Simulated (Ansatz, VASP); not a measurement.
**Two plane-wave programs on LiH**

INCAR

```
SYSTEM = LiH
PREC     = Accurate       ! precision mode
ENCUT    = 520            ! plane-wave cutoff, eV
EDIFF    = 1E-6           ! SCF threshold, eV
ISMEAR   = 0              ! smearing method
SIGMA    = 0.1            ! smearing width, eV
LREAL    = .FALSE.        ! projectors in reciprocal space
LASPH    = .TRUE.         ! aspherical terms in the spheres
NELM     = 100            ! most SCF steps
ALGO     = Normal         ! electronic algorithm
ISIF     = 2              ! what is computed and relaxed
LWAVE    = .FALSE.        ! write WAVECAR
LCHARG   = .FALSE.        ! write CHGCAR
GGA      = PE             ! functional
NBANDS   = 9              ! bands
```

Contents of KPOINTS:

```
regular mesh
0
G
  6 6 6
  0 0 0
```

POSCAR

```
LiH
1.0
    0.0000000000      2.7089274600      2.7089274600
    2.7089274600      0.0000000000      2.7089274600
    2.7089274600      2.7089274600      0.0000000000
Li H
1 1
Direct
    0.0000000000      0.0000000000      0.0000000000
    0.7500000000      0.7500000000      0.7500000000
```

Input for Ansatz:

```yaml
crystal:
  lattice:
    - [0.0, 2.70892746, 2.70892746]
    - [2.70892746, 0.0, 2.70892746]
    - [2.70892746, 2.70892746, 0.0]
  atoms:
    - { symbol: Li, position: [0.0, 0.0, 0.0] }
    - { symbol: H, position: [0.75, 0.75, 0.75] }
basis:
  ecutwfc: 420
kpoints:
  mp_grid: { grid: [6, 6, 6] }
hamiltonian:
  xc: pbe
scf:
  occupations: { method: gaussian, width: 0.1 }
  lower_state_search: "off"
output:
  forces: true
  stress: true
  eigenvalues: true
```

Change from the starting cell: ordered vacancies on the anion sites of fluorite (F-43m, No. 216).

Alike in both runs: task single point; functional PBE; k mesh 6 × 6 × 6; occupations gaussian, width 0.1 eV; no spin polarisation.

|  | VASP | Ansatz |
| --- | --- | --- |
| version | VASP 6.6.1 | Ansatz 0.2.0 |
| potentials or method | VASP PAW PBE potentials, release 64 (Li_sv, H), cutoff 520 eV | scalar-relativistic, plane waves, PAW |
| valence electrons in the cell | 4 | 4 |

|  | VASP | Ansatz | Ansatz less VASP |
| --- | --- | --- | --- |
| gap on the k mesh at the Fermi level (eV) | 3.45 | 3.45 | -0.003 |
| least direct gap on the mesh (eV) | 3.97 | 3.97 | -0.002 |

The functional is the same, so the differences come from potentials, cutoffs and numerics.

Noted on VASP's run: the cutoff is under 1.25 times that of the potentials, so the pressure is a little rough.
